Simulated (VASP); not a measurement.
C:

```
C
1.0
     1.22803    0.70900    3.34701
    -1.22803    0.70900    3.34701
     0.00000   -1.41801    3.34701
C
2
Cartesian
  0.0000 0.0000 8.3943
  0.0000 0.0000 1.6467
```

- Program: VASP 6.6.1
- Task: relaxation of volume and atoms at fixed shape
- Functional: PBEsol
- Potentials or basis: VASP PAW PBE potentials, release 64 (C)
- Cutoff: 600 eV
- k mesh: 22 × 22 × 22
- Occupations: methfessel-paxton, width 0.02 eV
- Spin: no spin polarisation

At the start: pressure 1.4 GPa; volume 8.74 Å³/atom.

Where does the relaxation end?

Over 7 steps the energy falls by 11.7 meV/atom and the volume is 8.79 Å³/atom (+0.6 %); space group R-3m (No. 166, to 0.1 Å) before and after.

Step by step:
```
step  energy change (eV)  largest force (eV/Å)  pressure (GPa)  volume (Å³)
   1              0.0000                0.8681            1.43        17.48
   2             -0.0148                0.5192           -1.58        17.68
   3             -0.0233                0.0035           -0.35        17.61
   4             -0.0233                0.0208           -0.31        17.61
   5             -0.0233                0.0111            0.37        17.56
   6             -0.0233                0.0158            0.04        17.58
   7             -0.0233                0.0055           -0.01        17.59
```

Final structure:
```yaml
crystal:
  lattice:
    - [1.23042, 0.71038, 3.35353]
    - [-1.23042, 0.71038, 3.35353]
    - [0.00000, -1.42077, 3.35353]
  atoms:
    - { symbol: C, position: [0.83336, 0.83336, 0.83336] }
    - { symbol: C, position: [0.16664, 0.16664, 0.16664] }
```

Caveat: this functional lacks dispersion, which binds layers or chains, so the pressure and a relaxed spacing across them are unreliable; the PAW data sets were made with another functional, which shifts forces and pressure a little.
